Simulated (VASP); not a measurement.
# Mg13Zn3O16 (P1) in VASP: further runs

Mg13Zn3O16 is run at these levels: PBE, r2SCAN, PBEsol; tasks: single point.

Everything below comes from runs of VASP 6.6.1. Logs are shortened: lines on timing, memory, paths and dates and some standing lists are left out, and cuts for length are marked.

**1. The cell of the first run**

The typed cell holds 64 atoms: a = 8.449 Å, b = 8.449 Å, c = 8.449 Å, α = 90.00°, β = 90.00°, γ = 90.00°.

**2. Single point, PBE**

Input file INCAR:

```
  PREC = Accurate
  ENCUT = 520
  EDIFF = 1E-6
  ISMEAR = -1
  SIGMA = 0.05
  LREAL = Auto
  LASPH = T
  NELM = 100
  ALGO = Normal
  ISIF = 2
  LWAVE = F
  LCHARG = T
  GGA = PE
  LELF = T
  LVHAR = T
  NBANDS = 196
```

Input file KPOINTS:

```
regular mesh
0
Gamma
  1 1 1
```

Input file POSCAR:

```
Mg13Zn3O16
1.0
    8.4486090000      0.0000000000      0.0000000000
    0.0000000000      8.4486090000      0.0000000000
    0.0000000000      0.0000000000      8.4486090000
O Mg Zn
32 26 6
Direct
    0.2494330000      0.0027310000      0.0008870000
    0.2495560000      0.0001320000      0.4997680000
    0.2493570000      0.4978670000      0.0006480000
    0.2496230000      0.5005250000      0.4996590000
    0.7495300000      0.9977060000      0.9984360000
    0.7500120000      0.0002060000      0.5025590000
    0.7498660000      0.5032800000      0.0008790000
    0.7499880000      0.5005710000      0.4996930000
    0.0016500000      0.2501990000      0.9980160000
    0.9998350000      0.2503310000      0.5031190000
    0.9969940000      0.7503680000      0.9979040000
    0.9996150000      0.7506210000      0.5031390000
    0.4973110000      0.2500460000      0.0001040000
    0.5000270000      0.2500710000      0.5002220000
    0.5019620000      0.7504010000      0.9980020000
    0.5000910000      0.7505010000      0.5030460000
    0.0020030000      0.0004710000      0.2502370000
    0.9997490000      0.0004110000      0.7509080000
    0.9999220000      0.5002880000      0.2500580000
    0.9996850000      0.5003010000      0.7507410000
    0.4973210000      0.0026390000      0.2500610000
    0.4995090000      0.0003390000      0.7507370000
    0.4996620000      0.4973490000      0.2497950000
    0.4996710000      0.5002130000      0.7506910000
    0.2526670000      0.2505100000      0.2505480000
    0.2497980000      0.2503430000      0.7500780000
    0.2500080000      0.7502220000      0.2524050000
    0.2496270000      0.7501910000      0.7474570000
    0.7478920000      0.2525090000      0.2523750000
    0.7494980000      0.2504380000      0.7474460000
    0.7494410000      0.7480060000      0.2506240000
    0.7496080000      0.7502530000      0.7501920000
    0.9990670000      0.0004410000      0.0014600000
    0.9995290000      0.0003210000      0.4996660000
    0.9995810000      0.5004170000      0.0008490000
    0.9997460000      0.5004100000      0.4999970000
    0.4998840000      0.9999250000      0.0010270000
    0.4999230000      0.0000790000      0.4998130000
    0.4995990000      0.5006260000      0.0006510000
    0.4998690000      0.5003680000      0.4999400000
    0.2494690000      0.2502140000      0.0006480000
    0.2497230000      0.2502410000      0.4999090000
    0.2496610000      0.7504170000      0.4998360000
    0.7501240000      0.2501000000      0.4996600000
    0.7496510000      0.7506730000      0.0013010000
    0.7498110000      0.7506030000      0.4997070000
    0.2496120000      0.9996460000      0.2499240000
    0.2495380000      0.0002270000      0.7505950000
    0.2497300000      0.5007980000      0.2498490000
    0.2495980000      0.5004000000      0.7504900000
    0.7497120000      0.0003850000      0.7506920000
    0.7500810000      0.5000900000      0.2499270000
    0.7497570000      0.5004350000      0.7505120000
    0.9995350000      0.2502310000      0.7506600000
    0.9996170000      0.7504790000      0.7506860000
    0.5002950000      0.2499570000      0.2498900000
    0.4998230000      0.2501590000      0.7504650000
    0.4997010000      0.7503900000      0.7505860000
    0.2494320000      0.7504740000      0.9996000000
    0.7494010000      0.2506800000      0.9997890000
    0.7494520000      0.0005720000      0.2505020000
    0.0006110000      0.2505370000      0.2505430000
    0.9996710000      0.7501540000      0.2505990000
    0.4997260000      0.7498110000      0.2505560000
```

Potentials or basis: VASP PAW PBE potentials, release 64 (O, Mg, Zn).

The run is started by

```console
$ cat potpaw_PBE.64/O/POTCAR potpaw_PBE.64/Mg/POTCAR potpaw_PBE.64/Zn/POTCAR > POTCAR
$ mpirun -np 1 vasp_gam > vasp.out
```

OUTCAR:

```text
PREC = Accurate
   ENCUT = 520
   EDIFF = 1E-6
   ISMEAR = -1
   LREAL = Auto
   LASPH = T
   NELM = 100
   ISIF = 2
   GGA = PE

 ion  position               nearest neighbor table
   1  0.249  0.003  0.001-  41 2.09  47 2.10  48 2.11  33 2.12  37 2.12  59 2.13
   2  0.250  0.000  0.500-  43 2.11  47 2.11  34 2.11  42 2.11  38 2.12  48 2.12
   3  0.249  0.498  0.001-  41 2.09  49 2.11  35 2.11  50 2.11  39 2.11  59 2.13
   4  0.250  0.501  0.500-  49 2.11  36 2.11  43 2.11  40 2.11  42 2.11  50 2.12
   5  0.750  0.998  0.998-  45 2.09  51 2.09  33 2.11  37 2.11  61 2.13  60 2.14
   6  0.750  0.000  0.503-  51 2.10  34 2.11  46 2.11  44 2.11  38 2.11  61 2.13
[... 76 lines left out ...]
  58  0.500  0.750  0.751-  15 2.09  16 2.09  32 2.11  22 2.11  28 2.11  24 2.11  59 2.98  39 2.99
                            37 2.99  48 2.99  51 2.99  53 2.99  50 2.99  38 2.99  45 2.99  40 2.99
  59  0.249  0.750  1.000-  28 2.13   1 2.13  11 2.13  15 2.13   3 2.13  27 2.14  55 2.98  48 2.98
                            50 2.98  58 2.98  47 2.98  37 2.99  35 2.99  49 2.99  39 2.99  33 2.99
  60  0.749  0.251  1.000-  13 2.13   9 2.13  30 2.13  29 2.13   7 2.13   5 2.14  57 2.98  53 2.98
                            56 2.98  54 2.98  51 2.98  52 2.98  39 2.99  33 2.99  35 2.99  37 2.99
  61  0.749  0.001  0.251-  29 2.13   6 2.13   5 2.13  21 2.13  17 2.13  31 2.13  56 2.98  33 2.98
                            44 2.98  38 2.98  37 2.98  45 2.98  46 2.98  34 2.98  64 2.99  63 2.99
  62  0.001  0.251  0.251-  19 2.11  17 2.11  25 2.13   9 2.13  10 2.13  29 2.14  42 2.98  41 2.98
                            33 2.98  36 2.98  34 2.98  49 2.98  35 2.98  44 2.98  47 2.99  52 2.99
  63  1.000  0.750  0.251-  19 2.11  31 2.11  17 2.11  27 2.12  12 2.13  11 2.14  46 2.98  36 2.98
                            43 2.98  34 2.98  45 2.98  49 2.98  33 2.98  47 2.98  35 2.98  52 2.98
  64  0.500  0.750  0.251-  31 2.11  27 2.11  23 2.13  16 2.13  15 2.13  21 2.14  40 2.98  49 2.98
                            39 2.98  45 2.98  46 2.98  43 2.98  38 2.98  37 2.98  47 2.99  52 2.99

  LATTYP: Found a simple cubic cell.
 ALAT       =     8.4486090000

  Lattice vectors:

 A1 = (   8.4486090000,   0.0000000000,   0.0000000000)
 A2 = (   0.0000000000,   8.4486090000,   0.0000000000)
 A3 = (   0.0000000000,   0.0000000000,   8.4486090000)

Analysis of symmetry for initial positions (statically):
=====================================================================
 Subroutine PRICEL returns:
 Original cell was already a primitive cell.

 Routine SETGRP: Setting up the symmetry group for a
 simple cubic supercell.

 Subroutine GETGRP returns: Found  1 space group operations
 (whereof  1 operations were pure point group operations)
 out of a pool of 48 trial point group operations.

The static configuration has the point symmetry C_1 .

Analysis of symmetry for dynamics (positions and initial velocities):
=====================================================================
 Subroutine PRICEL returns:
 Original cell was already a primitive cell.

 Routine SETGRP: Setting up the symmetry group for a
 simple cubic supercell.

 Subroutine GETGRP returns: Found  1 space group operations
 (whereof  1 operations were pure point group operations)
 out of a pool of 48 trial point group operations.

The dynamic configuration has the point symmetry C_1 .

 Subroutine INISYM returns: Found  1 space group operations
 (whereof  1 operations are pure point group operations),
 and found     1 'primitive' translations

----------------------------------------------------------------------------------------

                                     Primitive cell

  volume of cell :     603.0532

  direct lattice vectors                    reciprocal lattice vectors
     8.448609000  0.000000000  0.000000000     0.118362680  0.000000000  0.000000000
     0.000000000  8.448609000  0.000000000     0.000000000  0.118362680  0.000000000
     0.000000000  0.000000000  8.448609000     0.000000000  0.000000000  0.118362680

  length of vectors
[... 47 lines left out ...]
   TEBEG  =    0.0;   TEEND  =   0.0 temperature during run
   PSTRESS=    0.0 pullay stress
   NELECT =     316.0000    total number of electrons
   NUPDOWN=      -1.0000    fix difference up-down
   EMIN   =  10.00;   EMAX   =-10.00  energy-range for DOS
   EFERMI =   0.00;   METHOD = LEGACY
   ISMEAR =    -1;   SIGMA  =   0.05  broadening in eV -4-tet -1-fermi 0-gaus
   EFERMI_NEDOS =   21; number of points for ismear=-14 and -15
   IALGO  =     38    algorithm
   IMIX   =      4    mixing-type and parameters
     AMIX     =   0.40;   BMIX     =  1.00
     AMIX_MAG =   1.60;   BMIX_MAG =  1.00
  volume/ion in A,a.u.               =       9.42        63.59
  Fermi-wavevector in a.u.,A,eV,Ry     =   1.319832  2.494121 23.700756  1.741956
  Thomas-Fermi vector in A             =   2.449702
   LORBIT       =      0    0 simple, 1 ext, 2 COOP (PROOUT), +10 PAW based schemes
   GGA     = PE    functional components
   LHFCALC =     F    Hartree Fock is set to
   AEXX    =    0.0000 exact exchange contribution
   IVDW    =     0    specifies the selected vdW correction
   LEPSILON=     F    determine dielectric tensor
   LRPA    =     F    only Hartree local field effects (RPA)
 non-spin polarized calculation
  energy-cutoff  :      520.00
  volume of cell :      603.05
 maximum number of plane-waves:      8140
 NGX is ok and might be reduce to    64
   NGX = 31   NGY = 31   NGZ = 31

 number of electron     316.0000052 magnetization

 Free energy of the ion-electron system (eV)
  ---------------------------------------------------
  ext. energy  EPLUGINS =         0.00000000
  ---------------------------------------------------
  free energy    TOTEN  =      -360.80844518 eV

  energy without entropy =     -360.80844518  energy(sigma->0) =     -360.80844518

 E-fermi :   4.8747     XC(G=0): -11.3107

 val. band max:        3.6552618242   @ k =   0.0000   0.0000   0.0000
 cond. band min:       6.8082976947   @ k =   0.0000   0.0000   0.0000
 fundamental gap:      3.1530358706
 Fermi energy:         4.8747157905

 k-point     1 :       0.0000    0.0000    0.0000
  band No.  band energies     occupation
      1     -14.4333      2.00000
      2     -13.7457      2.00000
      3     -13.7103      2.00000
      4     -13.6840      2.00000
      5     -13.6370      2.00000
      6     -13.6351      2.00000
[... 162 lines left out ...]
    169      10.7739      0.00000
    170      11.1241      0.00000
 [bands above 170 left out]

------------------------ aborting loop because EDIFF is reached ----------------------------------------

  FORCE on cell =-STRESS in cart. coord.  units (eV):
  Direction    XX          YY          ZZ          XY          YZ          ZX
  --------------------------------------------------------------------------------------
  -------------------------------------------------------------------------------------
  Total       17.8203698     17.7502984     17.8058345      0.1373105     -0.1495092      0.1853312
  in kB       47.3447318     47.1585678     47.3061148      0.3648033     -0.3972125      0.4923835
  external PRESSURE =      47.2698048 kB  Pullay stress =       0.0000000 kB

 VOLUME and BASIS-vectors are now :
 -----------------------------------------------------------------------------
  energy-cutoff  :      520.00
  volume of cell :      603.05
      direct lattice vectors                 reciprocal lattice vectors
     8.448609000  0.000000000  0.000000000     0.118362680  0.000000000  0.000000000
     0.000000000  8.448609000  0.000000000     0.000000000  0.118362680  0.000000000
     0.000000000  0.000000000  8.448609000     0.000000000  0.000000000  0.118362680

 POSITION                                       TOTAL-FORCE (eV/Angst)
 -----------------------------------------------------------------------------------
      2.10736      0.02307      0.00749        -0.010504      0.119237     -0.006385
      2.10840      0.00112      4.22234        -0.003927      0.005068      0.000132
      2.10672      4.20628      0.00547         0.000307     -0.119845      0.016710
      2.10897      4.22874      4.22142        -0.002676     -0.004360     -0.005855
      6.33249      8.42923      8.43540         0.015168     -0.122564     -0.119142
      6.33656      0.00174      4.24592        -0.003330     -0.017615      0.124665
[... 56 lines left out ...]
      8.44583      6.33776      2.11721        -0.000040     -0.007221      0.009866
      4.22199      6.33486      2.11685         0.000343     -0.011459      0.011031
 -----------------------------------------------------------------------------------
    total drift:                                0.007452     -0.016200     -0.008528

  FREE ENERGIE OF THE ION-ELECTRON SYSTEM (eV)
  ---------------------------------------------------
  free  energy   TOTEN  =      -360.8084451763 eV

  energy  without entropy=     -360.8084451763  energy(sigma->0) =     -360.80844518
```

Wall time 7 min (1 thread of Intel Xeon 8259CL, shared host); peak memory 0.57 GiB.

Results:

```
Free energy            : -360.8084 eV
Pressure               : 4.7 GPa
Largest force          : 0.255 eV/Å
Band gap on the k mesh : 3.15 eV
```

Forces on the atoms (eV/Å):
```
O   -0.011  0.119 -0.006
O   -0.004  0.005  0.000
O    0.000 -0.120  0.017
O   -0.003 -0.004 -0.006
O    0.015 -0.123 -0.119
O   -0.003 -0.018  0.125
O   -0.005  0.123 -0.007
O    0.004  0.009 -0.001
O    0.132  0.003 -0.159
O   -0.001 -0.012  0.141
O   -0.116  0.020 -0.162
O   -0.021 -0.006  0.161
O   -0.121  0.006 -0.010
O   -0.006 -0.003  0.015
O    0.137  0.003 -0.158
O   -0.002 -0.003  0.142
O    0.136  0.012 -0.009
O    0.007  0.002  0.006
O    0.011 -0.017 -0.005
O    0.000  0.000  0.007
O   -0.140  0.151 -0.005
O   -0.011  0.011  0.007
O    0.003 -0.143  0.002
O   -0.001 -0.009  0.006
O    0.141 -0.002  0.013
O    0.010  0.002 -0.018
O    0.010 -0.018  0.138
O    0.006  0.007 -0.130
O   -0.163  0.142  0.136
O   -0.004  0.018 -0.129
O   -0.013 -0.137  0.030
O    0.000 -0.008 -0.015
Mg   0.009 -0.004 -0.030
Mg   0.010  0.001  0.031
Mg   0.001 -0.002 -0.023
Mg  -0.001  0.003  0.021
Mg  -0.009  0.008 -0.017
Mg  -0.009  0.010  0.015
Mg   0.003 -0.010 -0.007
Mg   0.001 -0.008  0.004
Mg   0.008 -0.001 -0.006
Mg   0.010 -0.001  0.007
Mg   0.002  0.000  0.020
Mg  -0.009  0.010  0.013
Mg   0.000 -0.009 -0.033
Mg   0.003 -0.010  0.031
Mg   0.015  0.026  0.009
Mg   0.000  0.008 -0.008
Mg   0.014 -0.023  0.008
Mg   0.000 -0.010 -0.009
Mg   0.002 -0.013 -0.009
Mg  -0.017 -0.006  0.010
Mg   0.001  0.010 -0.008
Mg   0.009 -0.001 -0.007
Mg  -0.012  0.000 -0.009
Mg  -0.016  0.009  0.008
Mg  -0.010  0.000 -0.009
Mg   0.011  0.000 -0.008
Zn  -0.002  0.000 -0.023
Zn  -0.011  0.010 -0.018
Zn  -0.015  0.003  0.009
Zn   0.022  0.009  0.011
Zn   0.000 -0.007  0.010
Zn   0.000 -0.011  0.011
```

Caveat: the k points lie up to 0.74 Å⁻¹ apart; an odd mesh through Γ misses points on the zone boundary, where band edges can lie.

**3. Single point, r2SCAN**

POSCAR is that of step 2.

Input file INCAR.step1:

```
SYSTEM = Mg13Zn3O16
PREC = Accurate
ENCUT = 520
ISMEAR = -1
SIGMA = 0.05
LREAL = Auto
LASPH = .True.
NELM = 100
NBANDS = 196
GGA = PE
ALGO = Normal
EDIFF = 1E-4
LWAVE = .True.
LCHARG = .False.
```

Input file INCAR.step2:

```
SYSTEM = Mg13Zn3O16
PREC = Accurate
ENCUT = 520
EDIFF = 1E-6
ISMEAR = -1
SIGMA = 0.05
LREAL = Auto
LASPH = .True.
NELM = 100
ALGO = Normal
ISIF = 2
LWAVE = .False.
LCHARG = .False.
METAGGA = R2SCAN
LMIXTAU = .True.
NBANDS = 196
ISTART = 1
```

Input file KPOINTS:

```
regular mesh
0
Gamma
  1 1 1
  0 0 0
```

Potentials or basis: VASP PAW PBE potentials, release 64 (O, Mg, Zn).

The run is started by

```console
$ cat potpaw_PBE.64/O/POTCAR potpaw_PBE.64/Mg/POTCAR potpaw_PBE.64/Zn/POTCAR > POTCAR
$ cp INCAR.step1 INCAR
$ mpirun -np 1 vasp_gam > vasp.out
$ cp INCAR.step2 INCAR
$ mpirun -np 1 vasp_gam > vasp.out
```

Run time: 23 min. Hardware: 1 thread of Intel Xeon 8259CL, shared host; peak memory 0.65 GiB.

Results (log left out):

```
Free energy            : -527.5122 eV
Pressure               : -1.5 GPa
Largest force          : 0.163 eV/Å
Band gap on the k mesh : 3.89 eV
```

Forces in eV/Å, atoms in the order of the input:
```
O   -0.011  0.051 -0.003
O   -0.005  0.002 -0.005
O    0.000 -0.050  0.020
O   -0.004 -0.002 -0.010
O    0.018 -0.063 -0.053
O   -0.002 -0.019  0.051
O   -0.004  0.057 -0.004
O    0.005  0.010 -0.006
O    0.071  0.002 -0.097
O   -0.003 -0.014  0.072
O   -0.055  0.020 -0.097
O   -0.022 -0.006  0.091
O   -0.051  0.006 -0.008
O   -0.005 -0.005  0.013
O    0.076  0.003 -0.097
O   -0.002 -0.003  0.073
O    0.081  0.012 -0.013
O    0.007  0.002  0.010
O    0.011 -0.015 -0.008
O    0.001 -0.001  0.009
O   -0.076  0.090 -0.008
O   -0.010  0.010  0.010
O    0.003 -0.072  0.000
O   -0.002 -0.008  0.009
O    0.069 -0.002  0.010
O    0.010  0.002 -0.016
O    0.009 -0.018  0.086
O    0.007  0.007 -0.059
O   -0.111  0.085  0.084
O   -0.003  0.017 -0.059
O   -0.014 -0.080  0.028
O    0.000 -0.008 -0.015
Mg   0.019 -0.005 -0.052
Mg   0.018 -0.001  0.051
Mg   0.001 -0.002 -0.038
Mg  -0.001  0.002  0.034
Mg  -0.014  0.015 -0.031
Mg  -0.016  0.017  0.028
Mg   0.005 -0.018 -0.013
Mg   0.002 -0.016  0.010
Mg   0.014 -0.001 -0.014
Mg   0.018 -0.003  0.012
Mg   0.002  0.000  0.033
Mg  -0.017  0.017  0.025
Mg  -0.001 -0.013 -0.057
Mg   0.003 -0.019  0.052
Mg   0.020  0.040  0.015
Mg   0.000  0.015 -0.017
Mg   0.022 -0.039  0.015
Mg   0.000 -0.018 -0.017
Mg   0.004 -0.024 -0.014
Mg  -0.025 -0.005  0.016
Mg   0.003  0.018 -0.017
Mg   0.018 -0.003 -0.011
Mg  -0.019  0.000 -0.013
Mg  -0.031  0.017  0.015
Mg  -0.017 -0.001 -0.017
Mg   0.021  0.000 -0.012
Zn  -0.006  0.004 -0.020
Zn  -0.011  0.012 -0.012
Zn  -0.016  0.008  0.008
Zn   0.019  0.008  0.010
Zn  -0.002 -0.005  0.011
Zn   0.000 -0.010  0.011
```

Levels at points of the mesh, in eV from the valence-band top:
```csv
k point,band 155,band 156,band 157,band 158,band 159,band 160,band 161,band 162
"(0.00, 0.00, 0.00)",-0.61,-0.49,-0.40,0.00,3.89,6.47,6.58,6.93
```

Caveat: the k points lie up to 0.74 Å⁻¹ apart; the PAW data sets were made with another functional, which shifts forces and pressure a little; an odd mesh through Γ misses points on the zone boundary, where band edges can lie.

(Part 1 of 2 ends here.)
